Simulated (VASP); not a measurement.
# Se (P3_121) in VASP: a series of runs

The runs below take Se through single point, with PBE+D3(BJ).

All numbers are computed with VASP 6.6.1; they aren't measurements. Logs are shortened: lines on timing, memory, paths and dates and some standing lists are left out, and cuts for length are marked.

## 1. The cell of the first run

The structure is trigonal, space group P3_121 (No. 152). Conventional cell: a = 4.287 Å, b = 4.287 Å, c = 4.986 Å, α = 90.00°, β = 90.00°, γ = 120.00°. Within 3.3 Å of Se (site symmetry 2) lie 6 Se at 2.48 to 3.30 Å.

## 2. Single point, PBE+D3(BJ) (26.46 Å³/atom)

The input, INCAR:

```
PREC = Accurate
ENCUT = 520
EDIFF = 1E-7
ISMEAR = 0
SIGMA = 0.05
LREAL = False
LASPH = True
NELM = 80
ALGO = Normal
ISIF = 2
LWAVE = False
LCHARG = False
GGA = PE
IVDW = 12
NBANDS = 16
```

The input, KPOINTS:

```
regular mesh
0
Gamma
  12 12 8
```

The input, POSCAR:

```
Se
1.0
    4.2872307579      0.0000000000      0.0000000000
   -2.1436153789      3.7128507482      0.0000000000
    0.0000000000      0.0000000000      4.9864780945
Se
3
Direct
    0.2473450691      0.0000000000      0.3333333333
    0.0000000000      0.2473450691      0.6666666667
    0.7526549309      0.7526549309      0.0000000000
```

Potentials or basis: VASP PAW PBE potentials, release 64 (Se).

Run with:

```bash
> cat potpaw_PBE.64/Se/POTCAR > POTCAR
> mpirun -np 1 vasp_std > vasp.out
```

OUTCAR:

```text
PREC = Accurate
   ENCUT = 520
   EDIFF = 1E-7
   ISMEAR = 0
   LREAL = False
   LASPH = True
   NELM = 80
   ISIF = 2
   GGA = PE
   IVDW = 12
 IVDW          = 12

 ion  position               nearest neighbor table
   1  0.247  0.000  0.333-   3 2.48   2 2.48
   2  0.000  0.247  0.667-   3 2.48   1 2.48
   3  0.753  0.753  0.000-   2 2.48   1 2.48

  LATTYP: Found a hexagonal cell.
 ALAT       =     4.2872307579
 C/A-ratio  =     1.1631000000

  Lattice vectors:

 A1 = (   4.2872307579,   0.0000000000,   0.0000000000)
 A2 = (  -2.1436153789,   3.7128507482,   0.0000000000)
 A3 = (   0.0000000000,   0.0000000000,   4.9864780945)

Analysis of symmetry for initial positions (statically):
=====================================================================
 Subroutine PRICEL returns:
 Original cell was already a primitive cell.

 Routine SETGRP: Setting up the symmetry group for a
 hexagonal supercell.

 Subroutine GETGRP returns: Found  6 space group operations
 (whereof  2 operations were pure point group operations)
 out of a pool of 24 trial point group operations.

The static configuration has the point symmetry C_2 .
 The point group associated with its full space group is D_3 .

Analysis of symmetry for dynamics (positions and initial velocities):
=====================================================================
 Subroutine PRICEL returns:
 Original cell was already a primitive cell.

 Routine SETGRP: Setting up the symmetry group for a
 hexagonal supercell.

 Subroutine GETGRP returns: Found  6 space group operations
 (whereof  2 operations were pure point group operations)
 out of a pool of 24 trial point group operations.

The dynamic configuration has the point symmetry C_2 .
 The point group associated with its full space group is D_3 .

 Subroutine INISYM returns: Found  6 space group operations
 (whereof  2 operations are pure point group operations),
 and found     1 'primitive' translations

----------------------------------------------------------------------------------------

                                     Primitive cell

  volume of cell :      79.3740

  direct lattice vectors                    reciprocal lattice vectors
     4.287230758  0.000000000  0.000000000     0.233250799  0.134667412  0.000000000
    -2.143615379  3.712850748  0.000000000     0.000000000  0.269334823  0.000000000
     0.000000000  0.000000000  4.986478094     0.000000000  0.000000000  0.200542343

  length of vectors
     4.287230758  4.287230758  4.986478094     0.269334823  0.269334823  0.200542343

  position of ions in fractional coordinates (direct lattice)
     0.247345069  0.000000000  0.333333333
     0.000000000  0.247345069  0.666666667
     0.752654931  0.752654931  0.000000000

  ion indices of the primitive-cell ions
   primitive index   ion index
                 1           1
                 2           2
                 3           3

----------------------------------------------------------------------------------------

 KPOINTS: regular mesh

Automatic generation of k-mesh.
 Grid dimensions read from file:
 generate k-points for:   12   12    8

 Generating k-lattice:

  Cartesian coordinates                     Fractional coordinates (reciprocal lattice)
     0.019437567  0.011222284  0.000000000     0.083333333  0.000000000  0.000000000
     0.000000000  0.022444569  0.000000000     0.000000000  0.083333333  0.000000000
     0.000000000  0.000000000  0.025067793     0.000000000  0.000000000  0.125000000

  Length of vectors
     0.022444569  0.022444569  0.025067793

  Shift w.r.t. Gamma in fractional coordinates (k-lattice)
     0.000000000  0.000000000  0.000000000

 Subroutine IBZKPT returns following result:
 ===========================================

 Found    131 irreducible k-points:

 Following reciprocal coordinates:
            Coordinates               Weight
  0.000000  0.000000  0.000000      1.000000
  0.083333  0.000000  0.000000      6.000000
  0.166667  0.000000  0.000000      6.000000
  0.250000 -0.000000  0.000000      6.000000
  0.333333  0.000000  0.000000      6.000000
  0.416667 -0.000000  0.000000      6.000000
[... 16 lines left out ...]
  0.166667  0.000000  0.125000      6.000000
  0.000000  0.166667  0.125000      6.000000
 [... further k-points ...]
   k-points           NKPTS =    131   k-points in BZ     NKDIM =    131   number of bands    NBANDS=     16
   number of dos      NEDOS =    301   number of ions     NIONS =      3
   total plane-waves  NPLWV =  40960
   dimension x,y,z NGX =    32 NGY =   32 NGZ =   40
   dimension x,y,z NGXF=    64 NGYF=   64 NGZF=   80
   ions per type =               3
   NGX,Y,Z   is equivalent  to a cutoff of  12.41, 12.41, 13.34 a.u.
   NGXF,Y,Z  is equivalent  to a cutoff of  24.82, 24.82, 26.67 a.u.
 SYSTEM =  unknown system
   PREC   = accura    normal or accurate (medium, high low for compatibility)
   ISTART =      0    job   : 0-new  1-cont  2-samecut
   ICHARG =      2    charge: 1-file 2-atom 10-const
   ISPIN  =      1    spin polarized calculation?
   LNONCOLLINEAR =      F non collinear calculations
   LSORBIT =      F    spin-orbit coupling
   LASPH  =      T    aspherical Exc in radial PAW
   ENCUT  =  520.0 eV  38.22 Ry    6.18 a.u.   7.97  7.97  9.27*2*pi/ulx,y,z
   NELM   =     80;   NELMIN=  2; NELMDL= -5     # of ELM steps
   EDIFF  = 0.1E-06   stopping-criterion for ELM
   LREAL  =      F    real-space projection
   EDIFFG = 0.1E-05   stopping-criterion for IOM
   NSW    =      0    number of steps for IOM
   IBRION =     -1    ionic relax: 0-MD 1-quasi-New 2-CG
   NFREE  =      0    steps in history (QN), initial steepest desc. (CG)
   ISIF   =      2    stress and relaxation
   ISYM   =      2    0-nonsym 1-usesym 2-fastsym
   POTIM  = 0.5000    time-step for ionic-motion
   TEBEG  =    0.0;   TEEND  =   0.0 temperature during run
   PSTRESS=    0.0 pullay stress
   NELECT =      18.0000    total number of electrons
   NUPDOWN=      -1.0000    fix difference up-down
   EMIN   =  10.00;   EMAX   =-10.00  energy-range for DOS
   EFERMI =   0.00;   METHOD = LEGACY
   ISMEAR =     0;   SIGMA  =   0.05  broadening in eV -4-tet -1-fermi 0-gaus
   EFERMI_NEDOS =   21; number of points for ismear=-14 and -15
   IALGO  =     38    algorithm
   IMIX   =      4    mixing-type and parameters
     AMIX     =   0.40;   BMIX     =  1.00
     AMIX_MAG =   1.60;   BMIX_MAG =  1.00
  volume/ion in A,a.u.               =      26.46       178.55
  Fermi-wavevector in a.u.,A,eV,Ry     =   0.998327  1.886565 13.560345  0.996657
  Thomas-Fermi vector in A             =   2.130543
   LORBIT       =      0    0 simple, 1 ext, 2 COOP (PROOUT), +10 PAW based schemes
   GGA     = PE    functional components
   LHFCALC =     F    Hartree Fock is set to
   AEXX    =    0.0000 exact exchange contribution
   IVDW    =    12    specifies the selected vdW correction
   LEPSILON=     F    determine dielectric tensor
   LRPA    =     F    only Hartree local field effects (RPA)
 non-spin polarized calculation
 Gauss-broadening in eV      SIGMA  =   0.05
  energy-cutoff  :      520.00
  volume of cell :       79.37
 maximum number of plane-waves:      2160
   NGX = 15   NGY = 15   NGZ = 19

 number of electron      18.0000001 magnetization

 Free energy of the ion-electron system (eV)
  ---------------------------------------------------
  ext. energy  EPLUGINS =         0.00000000
  ---------------------------------------------------
  free energy    TOTEN  =       -10.43916207 eV

  energy without entropy =      -10.43916207  energy(sigma->0) =      -10.43916207

 E-fermi :   3.2750     XC(G=0):  -9.0653

 val. band max:        3.0083661078   @ k =   0.5000  -0.0000   0.5000
 cond. band min:       3.6495417082   @ k =   0.0000   0.0000   0.5000
 fundamental gap:      0.6411756004
 Fermi energy:         3.2749577145

 k-point     1 :       0.0000    0.0000    0.0000
  band No.  band energies     occupation
      1     -12.5710      2.00000
      2      -8.7311      2.00000
      3      -8.7311      2.00000
      4      -0.7835      2.00000
      5      -0.5717      2.00000
      6      -0.5717      2.00000
[... 8 lines left out ...]
     15       9.5324      0.00000
     16      11.3585      0.00000

 k-point     2 :       0.0833    0.0000    0.0000
  band No.  band energies     occupation
      1     -12.5339      2.00000
      2      -8.7612      2.00000
      3      -8.7298      2.00000
      4      -1.0366      2.00000
      5      -0.7237      2.00000
      6      -0.5494      2.00000
[... 8 lines left out ...]
     15       9.9223      0.00000
     16      11.1909      0.00000

 k-point     3 :       0.1667    0.0000    0.0000
  band No.  band energies     occupation
      1     -12.4271      2.00000
      2      -8.8538      2.00000
      3      -8.7259      2.00000
      4      -1.4550      2.00000
      5      -0.9911      2.00000
      6      -0.6287      2.00000
[... 8 lines left out ...]
     15      10.5217      0.00000
     16      11.3609      0.00000

 k-point     4 :       0.2500   -0.0000    0.0000
  band No.  band energies     occupation
      1     -12.2657      2.00000
      2      -9.0074      2.00000
      3      -8.7196      2.00000
      4      -1.7812      2.00000
      5      -1.2485      2.00000
      6      -0.7538      2.00000
[... 8 lines left out ...]
     15      11.0448      0.00000
     16      11.8529      0.00000

 k-point     5 :       0.3333    0.0000    0.0000
  band No.  band energies     occupation
      1     -12.0801      2.00000
      2      -9.1986      2.00000
      3      -8.7123      2.00000
      4      -1.9450      2.00000
      5      -1.4621      2.00000
      6      -0.8250      2.00000
[... 8 lines left out ...]
     15      11.6082      0.00000
     16      12.5613      0.00000

 k-point     6 :       0.4167   -0.0000    0.0000
  band No.  band energies     occupation
      1     -11.9219      2.00000
      2      -9.3689      2.00000
      3      -8.7065      2.00000
      4      -1.9770      2.00000
      5      -1.6151      2.00000
      6      -0.7782      2.00000
[... 8 lines left out ...]
     15      12.3367      0.00000
     16      12.9483      0.00000

 k-point     7 :       0.5000   -0.0000    0.0000
  band No.  band energies     occupation
      1     -11.8575      2.00000
      2      -9.4395      2.00000
      3      -8.7043      2.00000
      4      -1.9659      2.00000
      5      -1.6773      2.00000
      6      -0.6840      2.00000
[... 8 lines left out ...]
     15      12.6959      0.00000
     16      12.9994      0.00000

 k-point     8 :       0.0833    0.0833    0.0000
  band No.  band energies     occupation
      1     -12.4619      2.00000
      2      -8.8188      2.00000
      3      -8.7312      2.00000
      4      -1.3188      2.00000
      5      -1.0080      2.00000
      6      -0.5157      2.00000
[... 8 lines left out ...]
     15      10.3498      0.00000
     16      11.1382      0.00000

 k-point     9 :       0.1667    0.0833    0.0000
  band No.  band energies     occupation
      1     -12.3274      2.00000
      2      -8.9335      2.00000
      3      -8.7362      2.00000
      4      -1.6414      2.00000
      5      -1.3001      2.00000
      6      -0.5627      2.00000
[... 8 lines left out ...]
     15      10.9137      0.00000
     16      11.3665      0.00000
[... 172 lines left out ...]
 k-point    19 :       0.3333    0.3333    0.0000
  band No.  band energies     occupation
      1     -11.7500      2.00000
      2      -9.1503      2.00000
      3      -9.1503      2.00000
      4      -1.7940      2.00000
      5      -1.7940      2.00000
      6       0.0702      2.00000
[... 8 lines left out ...]
     15      10.2901      0.00000
     16      13.0290      0.00000

 k-point    20 :       0.0000    0.0000    0.1250
  band No.  band energies     occupation
      1     -12.5006      2.00000
      2      -9.4907      2.00000
      3      -8.0009      2.00000
      4      -0.7905      2.00000
      5      -0.7367      2.00000
      6      -0.3857      2.00000
[... 8 lines left out ...]
     15       9.8910      0.00000
     16      10.5580      0.00000

 k-point    21 :       0.0833    0.0000    0.1250
  band No.  band energies     occupation
      1     -12.4640      2.00000
      2      -9.4871      2.00000
      3      -8.0388      2.00000
      4      -1.0317      2.00000
      5      -0.7681      2.00000
      6      -0.4505      2.00000
[... 8 lines left out ...]
     15      10.1408      0.00000
     16      10.5795      0.00000

 k-point    22 :       0.0000    0.0833    0.1250
  band No.  band energies     occupation
      1     -12.4639      2.00000
      2      -9.4900      2.00000
      3      -8.0338      2.00000
      4      -0.9727      2.00000
      5      -0.9132      2.00000
      6      -0.4123      2.00000
[... 8 lines left out ...]
     15      10.0522      0.00000
     16      10.8867      0.00000

 k-point    23 :       0.1667    0.0000    0.1250
  band No.  band energies     occupation
      1     -12.3591      2.00000
      2      -9.4766      2.00000
      3      -8.1546      2.00000
      4      -1.3875      2.00000
      5      -0.9536      2.00000
      6      -0.5501      2.00000
[... 8 lines left out ...]
     15      10.5500      0.00000
     16      10.6267      0.00000

 k-point    24 :       0.0000    0.1667    0.1250
  band No.  band energies     occupation
      1     -12.3579      2.00000
      2      -9.4977      2.00000
      3      -8.1196      2.00000
      4      -1.4625      2.00000
      5      -1.1400      2.00000
      6      -0.5265      2.00000
[... 8 lines left out ...]
     15      10.4933      0.00000
     16      11.4425      0.00000

 [... further k-points ...]

------------------------ aborting loop because EDIFF is reached ----------------------------------------

 Edisp (eV)   -0.98200

 E8    (eV) :    -0.4049

  FORCE on cell =-STRESS in cart. coord.  units (eV):
  Direction    XX          YY          ZZ          XY          YZ          ZX
  --------------------------------------------------------------------------------------
  -------------------------------------------------------------------------------------
  Total      -1.64163    -1.64163    -1.04094    -0.00000     0.00000     0.00000
  in kB     -33.13648   -33.13648   -21.01155    -0.00000     0.00000     0.00000
  external pressure =      -29.09 kB  Pullay stress =        0.00 kB

 VOLUME and BASIS-vectors are now :
 -----------------------------------------------------------------------------
  energy-cutoff  :      520.00
  volume of cell :       79.37
      direct lattice vectors                 reciprocal lattice vectors
     4.287230758  0.000000000  0.000000000     0.233250799  0.134667412  0.000000000
    -2.143615379  3.712850748  0.000000000     0.000000000  0.269334823  0.000000000
     0.000000000  0.000000000  4.986478094     0.000000000  0.000000000  0.200542343

 POSITION                                       TOTAL-FORCE (eV/Angst)
 -----------------------------------------------------------------------------------
      1.06043      0.00000      1.66216        -0.502226      0.000000      0.000000
     -0.53021      0.91836      3.32432         0.251113     -0.434941     -0.000000
      1.61340      2.79450      0.00000         0.251113      0.434941     -0.000000
 -----------------------------------------------------------------------------------
    total drift:                                0.000001      0.000001     -0.000000

  FREE ENERGIE OF THE ION-ELECTRON SYSTEM (eV)
  ---------------------------------------------------
  free  energy   TOTEN  =       -11.4211668141 eV

  energy  without entropy=      -11.4211668141  energy(sigma->0) =      -11.42116681
```

It took 1.9 min on 1 thread of Intel Xeon Platinum 8488C (Sapphire Rapids), shared host; peak memory 0.28 GiB.

Results:

```yaml
Free_energy: -11.4212 eV
Pressure: -2.9 GPa
Largest_force: 0.502 eV/Å
Band_gap_on_the_k_mesh: 0.64 eV (least direct gap 1.05 eV)
Dispersion_energy_per_atom: -0.327 eV
```

Forces on the atoms (eV/Å):
```
Se  -0.502  0.000  0.000
Se   0.251 -0.435  0.000
Se   0.251  0.435  0.000
```

Caveat: semilocal functionals underestimate gaps, and a narrow one can read as zero. Expect the measured gap to be larger: semilocal functionals such as PBE lack the derivative discontinuity.

## 3. Single point, PBE+D3(BJ) (26.46 Å³/atom)

The input, INCAR:

```
SYSTEM = Se
ALGO = Normal
EDIFF = 1E-6
ENCUT = 520
GGA = PE
ISIF = 2
ISMEAR = 0
IVDW = 12
LASPH = .TRUE.
LCHARG = .FALSE.
LREAL = .FALSE.
LWAVE = .FALSE.
NBANDS = 16
NELM = 80
PREC = Accurate
SIGMA = 0.05
```

The input, KPOINTS:

```
k-points
0
G
  12 12 8
  0 0 0
```

The input, POSCAR:

```
Se
1.0
    4.1738772710      0.0000000000      0.0000000000
   -2.0869386355      3.6146837490      0.0000000000
    0.0000000000      0.0000000000      5.2609998008
Se
3
Direct
    0.2473450691      0.0000000000      0.3333333333
    0.0000000000      0.2473450691      0.6666666667
    0.7526549309      0.7526549309      0.0000000000
```

Potentials or basis: VASP PAW PBE potentials, release 64 (Se).

Run with:

```bash
> cat potpaw_PBE.64/Se/POTCAR > POTCAR
> mpirun -np 1 vasp_std > vasp.out
```

Wall time 2.5 min (1 thread of Intel Xeon Platinum 8488C (Sapphire Rapids), shared host); peak memory 0.28 GiB.

It converged, with:

```
Free energy                : -11.4119 eV
Pressure                   : -4.2 GPa
Largest force              : 0.492 eV/Å
Band gap on the k mesh     : 0.48 eV (least direct gap 0.50 eV)
Dispersion energy per atom : -0.328 eV
```

Forces on the atoms (eV/Å):
```
Se  -0.492  0.000  0.000
Se   0.246 -0.426  0.000
Se   0.246  0.426  0.000
```

Stress tensor (GPa, compression positive):
```
-3.49  0.00  0.00
 0.00 -3.49  0.00
 0.00  0.00 -5.50
```

Levels at points of the mesh, in eV from the valence-band top:
| k point | band 6 | band 7 | band 8 | band 9 | band 10 | band 11 | band 12 | band 13 |
| --- | --- | --- | --- | --- | --- | --- | --- | --- |
| (0.00, 0.00, 0.00) | -3.24 | -1.59 | -1.59 | -0.40 | 1.39 | 1.39 | 2.01 | 6.61 |
| (0.50, 0.00, 0.00) | -3.38 | -3.15 | -1.26 | -0.84 | 1.45 | 1.70 | 3.86 | 4.81 |
| (0.00, 0.00, 0.50) | -2.82 | -1.16 | -1.15 | -1.15 | 0.99 | 0.99 | 0.99 | 6.00 |
| (0.50, 0.00, 0.50) | -3.86 | -2.08 | -1.64 | -0.06 | 1.28 | 2.38 | 2.79 | 6.18 |

Caveat: the cell stands under tension; semilocal functionals underestimate gaps, and a narrow one can read as zero. A k mesh can miss the band edges.
